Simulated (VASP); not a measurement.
# TiC (Fm-3m) in VASP: a series of runs, part 2 of 2

VASP 6.6.1. The steps go on from the part before.

**4. Single point, PBEsol (volume scaled by 0.98)**

INCAR

```
PREC = Accurate
ENCUT = 520
EDIFF = 1E-7
ISMEAR = -1
SIGMA = 0.05
LREAL = F
LASPH = T
NELM = 80
ALGO = Normal
ISIF = 2
LWAVE = F
LCHARG = T
GGA = PS
LELF = T
LVHAR = T
NBANDS = 15
```

KPOINTS

```
Automatic mesh
0
Gamma
  11 11 11
```

POSCAR

```
TiC
1.0
    0.0000000000      2.1511833799      2.1511833799
    2.1511833799      0.0000000000      2.1511833799
    2.1511833799      2.1511833799      0.0000000000
Ti C
1 1
Direct
    0.0000000000      0.0000000000      0.0000000000
    0.5000000000      0.5000000000      0.5000000000
```

Potentials or basis: VASP PAW PBE potentials, release 64 (Ti_sv, C).

Run with:

```bash
> cat potpaw_PBE.64/Ti_sv/POTCAR potpaw_PBE.64/C/POTCAR > POTCAR
> mpirun -np 1 vasp_std > vasp.out
```

OUTCAR:

```text
PREC = Accurate
   ENCUT = 520
   EDIFF = 1E-7
   ISMEAR = -1
   LREAL = F
   LASPH = T
   NELM = 80
   ISIF = 2
   GGA = PS

 ion  position               nearest neighbor table
   1  0.000  0.000  0.000-   2 2.15   2 2.15   2 2.15   2 2.15   2 2.15   2 2.15
   2  0.500  0.500  0.500-   1 2.15   1 2.15   1 2.15   1 2.15   1 2.15   1 2.15

  LATTYP: Found a face centered cubic cell.
 ALAT       =     4.3023667598

  Lattice vectors:

 A1 = (   0.0000000000,   2.1511833799,   2.1511833799)
[... 616 lines left out ...]

------------------------ aborting loop because EDIFF is reached ----------------------------------------

  FORCE on cell =-STRESS in cart. coord.  units (eV):
  Direction    XX          YY          ZZ          XY          YZ          ZX
  --------------------------------------------------------------------------------------
  -------------------------------------------------------------------------------------
  Total       -0.1722303     -0.1722303     -0.1722303      0.0000000      0.0000000      0.0000000
  in kB      -13.8598269    -13.8598269    -13.8598269      0.0000000      0.0000000      0.0000000
  external PRESSURE =     -13.8598269 kB  Pullay stress =       0.0000000 kB

 VOLUME and BASIS-vectors are now :
 -----------------------------------------------------------------------------
  energy-cutoff  :      520.00
  volume of cell :       19.91
      direct lattice vectors                 reciprocal lattice vectors
     0.000000000  2.151183380  2.151183380    -0.232430208  0.232430208  0.232430208
     2.151183380  0.000000000  2.151183380     0.232430208 -0.232430208  0.232430208
     2.151183380  2.151183380  0.000000000     0.232430208  0.232430208 -0.232430208

 POSITION                                       TOTAL-FORCE (eV/Angst)
 -----------------------------------------------------------------------------------
      0.00000      0.00000      0.00000         0.000000      0.000000     -0.000000
      2.15118      2.15118      2.15118         0.000000      0.000000      0.000000
 -----------------------------------------------------------------------------------
    total drift:                                0.000000     -0.000000     -0.000000

  FREE ENERGIE OF THE ION-ELECTRON SYSTEM (eV)
  ---------------------------------------------------
  free  energy   TOTEN  =       -19.8027898981 eV

  energy  without entropy=      -19.8003376224  energy(sigma->0) =      -19.80156376
```

OSZICAR:

```text
N       E                     dE             d eps       ncg     rms          rms(c)
DAV:   1     0.118188761694E+03    0.11819E+03   -0.80017E+03  1680   0.128E+03
DAV:   2    -0.176335044981E+02   -0.13582E+03   -0.12703E+03  1827   0.339E+02
DAV:   3    -0.249434449735E+02   -0.73099E+01   -0.72071E+01  2134   0.772E+01
DAV:   4    -0.251713736763E+02   -0.22793E+00   -0.22779E+00  2078   0.128E+01
DAV:   5    -0.251768005469E+02   -0.54269E-02   -0.54261E-02  2117   0.180E+00    0.188E+01
DAV:   6    -0.203387682760E+02    0.48380E+01   -0.11015E+01  2363   0.561E+01    0.658E+00
DAV:   7    -0.198411776115E+02    0.49759E+00   -0.19014E+00  1973   0.193E+01    0.512E+00
DAV:   8    -0.198081490657E+02    0.33029E-01   -0.11629E-01  1898   0.403E+00    0.286E+00
DAV:   9    -0.198072639177E+02    0.88515E-03   -0.79123E-02  2193   0.337E+00    0.910E-01
DAV:  10    -0.198043159567E+02    0.29480E-02   -0.10257E-02  2175   0.152E+00    0.597E-01
DAV:  11    -0.198028293720E+02    0.14866E-02   -0.28758E-03  1960   0.741E-01    0.967E-02
DAV:  12    -0.198027944852E+02    0.34887E-04   -0.24652E-04  1939   0.164E-01    0.398E-02
DAV:  13    -0.198027901339E+02    0.43513E-05   -0.15726E-05  2072   0.356E-02    0.508E-03
DAV:  14    -0.198027900115E+02    0.12235E-06   -0.46145E-07  2078   0.713E-03    0.402E-03
DAV:  15    -0.198027898628E+02    0.14873E-06   -0.17541E-07  2037   0.308E-03    0.982E-04
DAV:  16    -0.198027898981E+02   -0.35277E-07   -0.15331E-08  1029   0.169E-03
   1 F= -.19802790E+02 E0= -.19801564E+02  d E =-.245228E-02
```

stdout:

```text
POSCAR found type information on POSCAR TiC
 POSCAR found :  2 types and       2 ions
 scaLAPACK will be used
 -----------------------------------------------------------------------------
|                                                                             |
|                                                                             |
|     You enforced a specific xc type in the INCAR file but a different       |
|     I HOPE YOU KNOW WHAT YOU ARE DOING!                                     |
|                                                                             |
 -----------------------------------------------------------------------------

 LDA part: xc-table for (Slater+PW92), standard interpolation
 POSCAR, INCAR and KPOINTS ok, starting setup
 FFT: planning ... GRIDC
 FFT: planning ... GRID_SOFT
 FFT: planning ... GRID
 WAVECAR not read
 entering main loop
```

Run time: 9.9 s. Hardware: 1 thread of Intel Xeon Platinum 8488C (Sapphire Rapids), shared host; peak memory 0.14 GiB.

Results:

```yaml
Free_energy: -19.8028 eV
Pressure: -1.4 GPa
Band_gap_on_the_k_mesh: zero (band 8 reaches 10.21 eV, above the bottom of band 9 at 9.13 eV)
```

Levels at points of the mesh, in eV from the Fermi level:
| k point | band 5 | band 6 | band 7 | band 8 | band 9 | band 10 | band 11 | band 12 |
| --- | --- | --- | --- | --- | --- | --- | --- | --- |
| (0.00, 0.00, 0.00) | -12.52 | 0.61 | 0.61 | 0.61 | 1.67 | 1.67 | 1.67 | 1.71 |

Caveat: the PAW data sets were made with another functional, which shifts forces and pressure a little.

**5. Single point, PBEsol (volume scaled by 1.06)**

INCAR

```
SYSTEM = TiC
  ALGO = Normal
  EDIFF = 1E-6
  ENCUT = 520
  GGA = PS
  ISIF = 2
  ISMEAR = -1
  LASPH = .True.
  LCHARG = .False.
  LREAL = .False.
  LWAVE = .False.
  NBANDS = 15
  NELM = 60
  PREC = Accurate
  SIGMA = 0.05
```

KPOINTS

```
k-points
0
Gamma
  11 11 11
  0 0 0
```

POSCAR

```
TiC
1.0
    0.0000000000      2.2081947028      2.2081947028
    2.2081947028      0.0000000000      2.2081947028
    2.2081947028      2.2081947028      0.0000000000
Ti C
1 1
Direct
    0.0000000000      0.0000000000      0.0000000000
    0.5000000000      0.5000000000      0.5000000000
```

Run with:

```bash
> cat potpaw_PBE.64/Ti_sv/POTCAR potpaw_PBE.64/C/POTCAR > POTCAR
> mpirun -np 1 vasp_std > vasp.out
```

It took 9.7 s on 1 thread of Intel Xeon Platinum 8488C (Sapphire Rapids), shared host; peak memory 0.15 GiB.

The run converged. Its results:

- Free energy: -19.6951 eV
- Pressure: -18.8 GPa
- Band gap on the k mesh: zero (band 8 reaches 9.27 eV, above the bottom of band 9 at 8.23 eV)

Levels at points of the mesh, in eV from the Fermi level:
| k point | band 6 | band 7 | band 8 | band 9 | band 10 | band 11 |
| --- | --- | --- | --- | --- | --- | --- |
| (0.00, 0.00, 0.00) | 0.59 | 0.59 | 0.59 | 1.55 | 1.55 | 1.58 |

Caveat: the PAW data sets were made with another functional, which shifts forces and pressure a little.

**6. Single point, PBEsol (volume scaled by 0.94)**

INCAR

```
SYSTEM = TiC
PREC = Accurate
ENCUT = 520
EDIFF = 1E-6
ISMEAR = -1
SIGMA = 0.05
LREAL = .FALSE.
LASPH = .TRUE.
NELM = 100
ALGO = Normal
ISIF = 2
LWAVE = .FALSE.
LCHARG = .FALSE.
GGA = PS
NBANDS = 15
```

KPOINTS

```
regular mesh
0
G
  11 11 11
  0 0 0
```

POSCAR

```
TiC
1.0
    0.0000000000      2.1215080947      2.1215080947
    2.1215080947      0.0000000000      2.1215080947
    2.1215080947      2.1215080947      0.0000000000
Ti C
1 1
Direct
    0.0000000000      0.0000000000      0.0000000000
    0.5000000000      0.5000000000      0.5000000000
```

Potentials or basis: VASP PAW PBE potentials, release 64 (Ti_sv, C).

Run with:

```bash
> cat potpaw_PBE.64/Ti_sv/POTCAR potpaw_PBE.64/C/POTCAR > POTCAR
> mpirun -np 1 vasp_std > vasp.out
```

Run time: 8.4 s. Hardware: 1 thread of Intel Xeon Platinum 8488C (Sapphire Rapids), shared host; peak memory 0.14 GiB.

Results (log left out):

```
Free energy            : -19.7805 eV
Pressure               : 10.2 GPa
Band gap on the k mesh : zero (band 8 reaches 10.73 eV, above the bottom of band 9 at 9.63 eV)
```

Levels at points of the mesh, in eV from the Fermi level:
| k point | band 6 | band 7 | band 8 | band 9 | band 10 | band 11 |
| --- | --- | --- | --- | --- | --- | --- |
| (0.00, 0.00, 0.00) | 0.61 | 0.61 | 0.61 | 1.72 | 1.72 | 1.72 |

Caveat: the PAW data sets were made with another functional, which shifts forces and pressure a little.

**7. Summary**

```tsv
level	cell	gap on the mesh (eV)	pressure (GPa)
RPBE+D4	a = 3.063 Å, angles 60.0°, 2 atoms	none	-5.6
PBEsol	a = 3.021 Å, angles 60.0°, 2 atoms	none	4.1
PBEsol	a = 3.042 Å, angles 60.0°, 2 atoms	none	-1.4
PBEsol	a = 3.123 Å, angles 60.0°, 2 atoms	none	-18.8
PBEsol	a = 3.000 Å, angles 60.0°, 2 atoms	none	10.2
```

Alike in all rows: task single point; potentials or basis VASP PAW PBE potentials, release 64 (Ti_sv, C); no spin polarisation; k mesh 11 × 11 × 11; cutoff (eV) 520; smearing fermi-dirac 0.05 eV.

Caveats: the PAW data sets were made with another functional, which shifts forces and pressure a little; pairwise dispersion overbinds metals, which lowers pressure and volume (some runs).

Total energies depend on the potentials used, so only differences within one code and one set of settings carry meaning.
